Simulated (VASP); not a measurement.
# GaAs (P6_3/mmc) in VASP: single point with PBE-based global hybrid with 5 % exact exchange

Aim: the single point of GaAs with PBE-based global hybrid with 5 % exact exchange.

All numbers are computed with VASP 6.6.1; they aren't measurements. Logs are shortened: lines on timing, memory, paths and dates and some standing lists are left out, and cuts for length are marked.

## (1) The cell of the first run

Symmetry: P6_3/mmc, No. 194, hexagonal system. Conventional cell: a = 3.732 Å, b = 3.732 Å, c = 6.333 Å, α = 90.00°, β = 90.00°, γ = 120.00°. Within 3.5 Å of Ga (site symmetry -3m) lie 6 As at 2.67 Å and 2 Ga at 3.17 Å. Within 3.5 Å of As (site symmetry -6m2) lie 6 Ga at 2.67 Å.

## (2) Single point, PBE-based global hybrid with 5 % exact exchange

POSCAR reads:

```
GaAs
1.0
    3.7321680210      0.0000000000      0.0000000000
   -1.8660840105      3.2321523174      0.0000000000
    0.0000000000      0.0000000000      6.3327909813
Ga As
2 2
Direct
    0.0000000000      0.0000000000      0.0000000000
    0.0000000000      0.0000000000      0.5000000000
    0.3333333333      0.6666666667      0.2500000000
    0.6666666667      0.3333333333      0.7500000000
```

INCAR.step1 reads:

```
ALGO     = Normal         # electronic algorithm
EDIFF    = 1E-5           # SCF threshold, eV
ENCUT    = 520            # plane-wave cutoff, eV
GGA      = PE             # functional
ISIF     = 2              # what is computed and relaxed
ISMEAR   = -1             # smearing method
LASPH    = True           # aspherical terms in the spheres
LCHARG   = False          # write CHGCAR
LREAL    = False          # projectors in reciprocal space
LWAVE    = True           # write WAVECAR
NBANDS   = 26             # bands
NELM     = 80             # most SCF steps
PREC     = Accurate       # precision mode
SIGMA    = 0.02           # smearing width, eV
```

INCAR.step2 reads:

```
AEXX     = 0.05           # exact-exchange fraction
ALGO     = Normal         # electronic algorithm
EDIFF    = 1E-6           # SCF threshold, eV
ENCUT    = 520            # plane-wave cutoff, eV
GGA      = PE             # functional
ISIF     = 2              # what is computed and relaxed
ISMEAR   = -1             # smearing method
ISTART   = 1            
LASPH    = True           # aspherical terms in the spheres
LCHARG   = False          # write CHGCAR
LHFCALC  = True           # exact exchange
LREAL    = False          # projectors in reciprocal space
LWAVE    = False          # write WAVECAR
NBANDS   = 26             # bands
NELM     = 80             # most SCF steps
PREC     = Accurate       # precision mode
PRECFOCK = Normal       
SIGMA    = 0.02           # smearing width, eV
```

KPOINTS reads:

```
k-points
0
Gamma
  6 6 2
```

Potentials or basis: VASP PAW PBE potentials, release 64 (Ga_d, As).

The run is started by

```sh
cat potpaw_PBE.64/Ga_d/POTCAR potpaw_PBE.64/As/POTCAR > POTCAR
cp INCAR.step1 INCAR
mpirun -np 1 vasp_std > vasp.out
cp INCAR.step2 INCAR
mpirun -np 1 vasp_std > vasp.out
```

OUTCAR:

```text
AEXX = 0.05
   EDIFF = 1E-6
   ENCUT = 520
   GGA = PE
   ISIF = 2
   ISMEAR = -1
   ISTART = 1
   LASPH = True
   LHFCALC = True
   LREAL = False
   NELM = 80
   PREC = Accurate
   PRECFOCK = Normal

 ion  position               nearest neighbor table
   1  0.000  0.000  0.000-   3 2.67   4 2.67   4 2.67   3 2.67   4 2.67   3 2.67
   2  0.000  0.000  0.500-   3 2.67   4 2.67   4 2.67   3 2.67   4 2.67   3 2.67
   3  0.333  0.667  0.250-   1 2.67   2 2.67   1 2.67   2 2.67   1 2.67   2 2.67
   4  0.667  0.333  0.750-   1 2.67   2 2.67   1 2.67   2 2.67   1 2.67   2 2.67

  LATTYP: Found a hexagonal cell.
 ALAT       =     3.7321680210
 C/A-ratio  =     1.6968129371

  Lattice vectors:

 A1 = (   3.7321680210,   0.0000000000,   0.0000000000)
 A2 = (  -1.8660840105,   3.2321523174,   0.0000000000)
 A3 = (   0.0000000000,   0.0000000000,   6.3327909813)

Analysis of symmetry for initial positions (statically):
=====================================================================
 Subroutine PRICEL returns:
 Original cell was already a primitive cell.

 Routine SETGRP: Setting up the symmetry group for a
 hexagonal supercell.

 Subroutine GETGRP returns: Found 24 space group operations
 (whereof 12 operations were pure point group operations)
 out of a pool of 24 trial point group operations.

The static configuration has the point symmetry D_3d.
 The point group associated with its full space group is D_6h.

Analysis of symmetry for dynamics (positions and initial velocities):
=====================================================================
 Subroutine PRICEL returns:
 Original cell was already a primitive cell.

 Routine SETGRP: Setting up the symmetry group for a
 hexagonal supercell.

 Subroutine GETGRP returns: Found 24 space group operations
 (whereof 12 operations were pure point group operations)
 out of a pool of 24 trial point group operations.

The dynamic configuration has the point symmetry D_3d.
 The point group associated with its full space group is D_6h.

 Subroutine INISYM returns: Found 24 space group operations
 (whereof 12 operations are pure point group operations),
 and found     1 'primitive' translations

----------------------------------------------------------------------------------------

                                     Primitive cell

  volume of cell :      76.3920

  direct lattice vectors                    reciprocal lattice vectors
     3.732168021  0.000000000  0.000000000     0.267940777  0.154695680  0.000000000
    -1.866084011  3.232152317  0.000000000     0.000000000  0.309391360  0.000000000
     0.000000000  0.000000000  6.332790981     0.000000000  0.000000000  0.157908259

  length of vectors
     3.732168021  3.732168021  6.332790981     0.309391360  0.309391360  0.157908259

  position of ions in fractional coordinates (direct lattice)
     0.000000000  0.000000000  0.000000000
     0.000000000  0.000000000  0.500000000
     0.333333333  0.666666667  0.250000000
     0.666666667  0.333333333  0.750000000

  ion indices of the primitive-cell ions
   primitive index   ion index
                 1           1
                 2           2
                 3           3
                 4           4

----------------------------------------------------------------------------------------

 KPOINTS: k-points

Automatic generation of k-mesh.
 Grid dimensions read from file:
 generate k-points for:    6    6    2

 Generating k-lattice:

  Cartesian coordinates                     Fractional coordinates (reciprocal lattice)
     0.044656796  0.025782613  0.000000000     0.166666667  0.000000000  0.000000000
     0.000000000  0.051565227  0.000000000     0.000000000  0.166666667  0.000000000
     0.000000000  0.000000000  0.078954130     0.000000000  0.000000000  0.500000000

  Length of vectors
     0.051565227  0.051565227  0.078954130

  Shift w.r.t. Gamma in fractional coordinates (k-lattice)
     0.000000000  0.000000000  0.000000000

 Subroutine IBZKPT returns following result:
 ===========================================

 Found     14 irreducible k-points:

 Following reciprocal coordinates:
            Coordinates               Weight
  0.000000  0.000000  0.000000      1.000000
  0.166667  0.000000  0.000000      6.000000
  0.333333  0.000000  0.000000      6.000000
  0.500000  0.000000  0.000000      3.000000
  0.166667  0.166667  0.000000      6.000000
  0.333333  0.166667  0.000000     12.000000
  0.333333  0.333333  0.000000      2.000000
  0.000000  0.000000  0.500000      1.000000
  0.166667  0.000000  0.500000      6.000000
  0.333333  0.000000  0.500000      6.000000
  0.500000  0.000000  0.500000      3.000000
  0.166667  0.166667  0.500000      6.000000
  0.333333  0.166667  0.500000     12.000000
  0.333333  0.333333  0.500000      2.000000
   k-points           NKPTS =     14   k-points in BZ     NKDIM =     72   number of bands    NBANDS=     26
   number of dos      NEDOS =    301   number of ions     NIONS =      4
   total plane-waves  NPLWV =  37632
   dimension x,y,z NGX =    28 NGY =   28 NGZ =   48
   dimension x,y,z NGXF=    56 NGYF=   56 NGZF=   96
   ions per type =               2   2
   NGX,Y,Z   is equivalent  to a cutoff of  12.47, 12.47, 12.60 a.u.
   NGXF,Y,Z  is equivalent  to a cutoff of  24.94, 24.94, 25.20 a.u.
 SYSTEM =  unknown system
   PREC   = accura    normal or accurate (medium, high low for compatibility)
   ISTART =      1    job   : 0-new  1-cont  2-samecut
   ICHARG =      0    charge: 1-file 2-atom 10-const
   ISPIN  =      1    spin polarized calculation?
   LNONCOLLINEAR =      F non collinear calculations
   LSORBIT =      F    spin-orbit coupling
   LASPH  =      T    aspherical Exc in radial PAW
   ENCUT  =  520.0 eV  38.22 Ry    6.18 a.u.   6.94  6.94 11.77*2*pi/ulx,y,z
   NELM   =     80;   NELMIN=  2; NELMDL=  0     # of ELM steps
   EDIFF  = 0.1E-05   stopping-criterion for ELM
   LREAL  =      F    real-space projection
   EDIFFG = 0.1E-04   stopping-criterion for IOM
   NSW    =      0    number of steps for IOM
   IBRION =     -1    ionic relax: 0-MD 1-quasi-New 2-CG
   NFREE  =      0    steps in history (QN), initial steepest desc. (CG)
   ISIF   =      2    stress and relaxation
   ISYM   =      3    0-nonsym 1-usesym 2-fastsym
   POTIM  = 0.5000    time-step for ionic-motion
   TEBEG  =    0.0;   TEEND  =   0.0 temperature during run
   PSTRESS=    0.0 pullay stress
   NELECT =      36.0000    total number of electrons
   NUPDOWN=      -1.0000    fix difference up-down
   EMIN   =  10.00;   EMAX   =-10.00  energy-range for DOS
   EFERMI =   0.00;   METHOD = LEGACY
   ISMEAR =    -1;   SIGMA  =   0.02  broadening in eV -4-tet -1-fermi 0-gaus
   EFERMI_NEDOS =   21; number of points for ismear=-14 and -15
   IALGO  =     38    algorithm
   IMIX   =      1    mixing-type and parameters
     AMIX     =   0.40;   BMIX     =  1.00
     AMIX_MAG =   1.60;   BMIX_MAG =  1.00
  volume/ion in A,a.u.               =      19.10       128.88
  Fermi-wavevector in a.u.,A,eV,Ry     =   1.273971  2.407456 22.082291  1.623003
  Thomas-Fermi vector in A             =   2.406765
   LORBIT       =      0    0 simple, 1 ext, 2 COOP (PROOUT), +10 PAW based schemes
   GGA     = PE    functional components
   LHFCALC =     T    Hartree Fock is set to
   PRECFOCK=normal    Normal, Fast or Accurate (Low or Medium for compatibility)
   ENCUT4O =  -1.0   cutoff for four orbital integrals eV
   NKREDX  =     1    reduce k-point grid by
   NKREDY  =     1    reduce k-point grid by
   NKREDZ  =     1    reduce k-point grid by
   AEXX    =    0.0500 exact exchange contribution
   HFSCREEN=    0.0000 screening length (either q_TF or 0.3 A-1)
   HFSCREENC=   0.0000 screening length for correlation (either q_TF or 0.3 A-1)
   ENCUTFOCK=  -1.0 apply spherical cutoff to Coloumb kernel
   IVDW    =     0    specifies the selected vdW correction
   LEPSILON=     F    determine dielectric tensor
   LRPA    =     F    only Hartree local field effects (RPA)
 non-spin polarized calculation
  energy-cutoff  :      520.00
  volume of cell :       76.39
 maximum number of plane-waves:      2070
 NGX is ok and might be reduce to    28
  NGX = 24; NGY = 24; NGZ = 36

 number of electron      35.9999961 magnetization

 Free energy of the ion-electron system (eV)
  ---------------------------------------------------
  ext. energy  EPLUGINS =         0.00000000
  ---------------------------------------------------
  free energy    TOTEN  =       -16.03461488 eV

  energy without entropy =      -16.03461027  energy(sigma->0) =      -16.03461258

 E-fermi :   5.5046     XC(G=0): -10.2511

 val. band max:        5.3342490518   @ k =   0.0000   0.0000   0.0000
 cond. band min:       5.6993451792   @ k =   0.1667   0.1667   0.0000
 fundamental gap:      0.3650961274
 Fermi energy:         5.5045922997

 k-point     1 :       0.0000    0.0000    0.0000
  band No.  band energies     occupation
      1     -10.0741      2.00000
      2     -10.0456      2.00000
      3     -10.0456      2.00000
      4      -9.9875      2.00000
      5      -9.9875      2.00000
      6      -9.9768      2.00000
[... 18 lines left out ...]
     25      11.8340      0.00000
     26      11.8717      0.00000

 k-point     2 :       0.1667    0.0000    0.0000
  band No.  band energies     occupation
      1     -10.0852      2.00000
      2     -10.0700      2.00000
      3     -10.0450      2.00000
      4      -9.9954      2.00000
      5      -9.9810      2.00000
      6      -9.9808      2.00000
[... 18 lines left out ...]
     25      12.1784      0.00000
     26      12.4111      0.00000

 k-point     3 :       0.3333    0.0000    0.0000
  band No.  band energies     occupation
      1     -10.1582      2.00000
      2     -10.0621      2.00000
      3     -10.0475      2.00000
      4     -10.0131      2.00000
      5      -9.9890      2.00000
      6      -9.9723      2.00000
[... 18 lines left out ...]
     25      14.1890      0.00000
     26      14.3410      0.00000

 k-point     4 :       0.5000    0.0000    0.0000
  band No.  band energies     occupation
      1     -10.1917      2.00000
      2     -10.0583      2.00000
      3     -10.0498      2.00000
      4     -10.0223      2.00000
      5      -9.9933      2.00000
      6      -9.9702      2.00000
[... 18 lines left out ...]
     25      13.2968      0.00000
     26      14.9032      0.00000
[... 206 lines left out ...]
      1     -10.0709      2.00000
      2     -10.0709      2.00000
      3     -10.0141      2.00000
      4     -10.0141      2.00000
      5      -9.9865      2.00000
      6      -9.9865      2.00000
[... 18 lines left out ...]
     25      12.9068      0.00000
     26      12.9068      0.00000

 k-point    13 :       0.3333    0.1667    0.5000
  band No.  band energies     occupation
      1     -10.0969      2.00000
      2     -10.0969      2.00000
      3     -10.0193      2.00000
      4     -10.0193      2.00000
      5      -9.9824      2.00000
      6      -9.9824      2.00000
[... 18 lines left out ...]
     25      14.5780      0.00000
     26      14.5780      0.00000

 k-point    14 :       0.3333    0.3333    0.5000
  band No.  band energies     occupation
      1     -10.0938      2.00000
      2     -10.0938      2.00000
      3     -10.0312      2.00000
      4     -10.0312      2.00000
      5      -9.9745      2.00000
      6      -9.9745      2.00000
[... 18 lines left out ...]
     25      14.7377      0.00000
     26      14.7377      0.00000

------------------------ aborting loop because EDIFF is reached ----------------------------------------

  FORCE on cell =-STRESS in cart. coord.  units (eV):
  Direction    XX          YY          ZZ          XY          YZ          ZX
  --------------------------------------------------------------------------------------
  -------------------------------------------------------------------------------------
  Total        0.5551030      0.5551030      2.0279316      0.0000000      0.0000000     -0.0000000
  in kB       11.6422253     11.6422253     42.5319913      0.0000000      0.0000000     -0.0000000
  external PRESSURE =      21.9388139 kB  Pullay stress =       0.0000000 kB

 VOLUME and BASIS-vectors are now :
 -----------------------------------------------------------------------------
  energy-cutoff  :      520.00
  volume of cell :       76.39
      direct lattice vectors                 reciprocal lattice vectors
     3.732168021  0.000000000  0.000000000     0.267940777  0.154695680  0.000000000
    -1.866084011  3.232152317  0.000000000     0.000000000  0.309391360  0.000000000
     0.000000000  0.000000000  6.332790981     0.000000000  0.000000000  0.157908259

 POSITION                                       TOTAL-FORCE (eV/Angst)
 -----------------------------------------------------------------------------------
      0.00000      0.00000      0.00000         0.000000      0.000000     -0.000000
      0.00000      0.00000      3.16640         0.000000      0.000000     -0.000000
     -0.00000      2.15477      1.58320        -0.000000      0.000000     -0.000000
      1.86608      1.07738      4.74959         0.000000     -0.000000      0.000000
 -----------------------------------------------------------------------------------
    total drift:                               -0.000000      0.000000     -0.000002

  FREE ENERGIE OF THE ION-ELECTRON SYSTEM (eV)
  ---------------------------------------------------
  free  energy   TOTEN  =       -16.0346148810 eV

  energy  without entropy=      -16.0346102724  energy(sigma->0) =      -16.03461258
```

Run time: 83 min. Hardware: 1 thread of Oxide Virtual Turin-like, shared host; peak memory 0.2 GiB.

What came out:

| Property | Result |
| --- | --- |
| Free energy | -16.0346 eV |
| Pressure | 2.2 GPa |
| Band gap on the k mesh | zero (bands 18 and 19 overlap by 3.89 eV) |

Stress tensor (GPa, compression positive):
```
1.16 0.00 0.00
0.00 1.16 0.00
0.00 0.00 4.25
```

Caveat: the k points lie up to 0.50 Å⁻¹ apart, too coarse for converged energies and pressures of a metal; the PAW data sets were made with another functional, which shifts forces and pressure a little.
